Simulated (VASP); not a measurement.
Here is a VASP 6.6.1 calculation.

File INCAR:

```
ALGO = Normal
EDIFF = 1E-7
EDIFFG = -0.03
ENCUT = 500
GGA_COMPAT = False
IBRION = 2
ISIF = 8
ISMEAR = 0
LASPH = True
LCHARG = False
LREAL = False
LWAVE = False
NELM = 120
NELMIN = 4
NSW = 50
PREC = Accurate
SIGMA = 0.1
```

The input KPOINTS:

```
k-points
0
Gamma
  9 9 9
```

The input POSCAR:

```
Pt
1.0
    0.0000000000      1.9609000000      1.9609000000
    1.9609000000      0.0000000000      1.9609000000
    1.9609000000      1.9609000000      0.0000000000
Pt
1
Direct
    0.0000000000      0.0000000000      0.0000000000
```

Potentials or basis: VASP PAW LDA potentials, release 64 (Pt).

Launch:

```sh
$ cat potpaw_LDA.64/Pt/POTCAR > POTCAR
$ mpirun -np 1 vasp_std > vasp.out
```

Problem. Estimate the band gap on the k mesh.

Solution. Zero (band 5 reaches 11.91 eV, above the bottom of band 6 at 9.77 eV).

Problem. Predict the space group after relaxing (to 0.05 Å).

Solution. Fm-3m (No. 225).

Problem. What does it give for the relaxed volume?

Solution. 14.78 Å³/atom.

Problem. Predict the relaxed cell.

Solution. a = 2.755 Å, b = 2.755 Å, c = 2.755 Å, α = 60.00°, β = 60.00°, γ = 60.00°.

The path:
| step | energy change (eV) | largest force (eV/Å) | pressure (GPa) | volume (Å³) |
| --- | --- | --- | --- | --- |
| 1 | 0.0000 | 0.0000 | -5.97 | 15.08 |
| 2 | 0.0529 | 0.0000 | 22.62 | 13.89 |
| 3 | -0.0058 | 0.0000 | -0.16 | 14.78 |

Caveat: spin-orbit coupling is left out, which moves the levels of the heavy elements. LDA usually gives volumes a few per cent too small.
